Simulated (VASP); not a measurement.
**Si2C: single point with PBEsol**

Si2C:

```
CELL_PARAMETERS angstrom
3.37973 0.00000 0.00000
-1.68986 2.92693 0.00000
0.00000 0.00000 4.65332
ATOMIC_POSITIONS crystal
Si 0.31969 0.65657 0.74914
Si 0.33838 0.67962 0.23882
C 0.99015 0.99002 0.99173
```

```
Program                : VASP 6.6.1
Task                   : single point
Functional             : PBEsol
Potentials or basis    : VASP PAW PBE potentials, release 64 (Si, C)
Cutoff                 : 520 eV
k mesh                 : 7 × 7 × 4
Occupations            : methfessel-paxton, width 0.05 eV
Spin                   : no spin polarisation
Dipole correction      : no
Further INCAR settings : ALGO = Normal; EDIFF = 1e-07; NBANDS = 13
```

The pressure is -14.7 GPa and the largest force is 1.228 eV/Å. The band gap on the k mesh is zero (bands 6 and 7 overlap by 2.77 eV).

Forces in eV/Å, atoms in the order of the input:
```
Si  -0.046 -0.177 -1.152
Si   0.048  0.091  1.224
C   -0.002  0.086 -0.071
```

Stress tensor (GPa, compression positive):
```
-27.03   0.06   0.35
  0.06 -26.30   1.08
  0.35   1.08   9.33
```

Levels at points of the mesh, in eV from the Fermi level:
```
           k point  band 3  band 4  band 5  band 6  band 7  band 8  band 9  band 10
(0.00, 0.00, 0.00)   -7.35   -2.72   -2.46   -0.85    2.52    2.80    3.82     6.12
(0.00, 0.00, 0.50)   -2.61   -2.36   -1.82   -1.39    1.20    3.42    3.45     3.56
```

It took 32 s on 1 thread of Intel(R) Xeon(R) 6975P-C (Granite Rapids) (shared host), peak memory 0.2 GiB.

Caveat: the stress differs along the axes, from -27 to 9 GPa; the PAW data sets were made with another functional, which shifts forces and pressure a little.
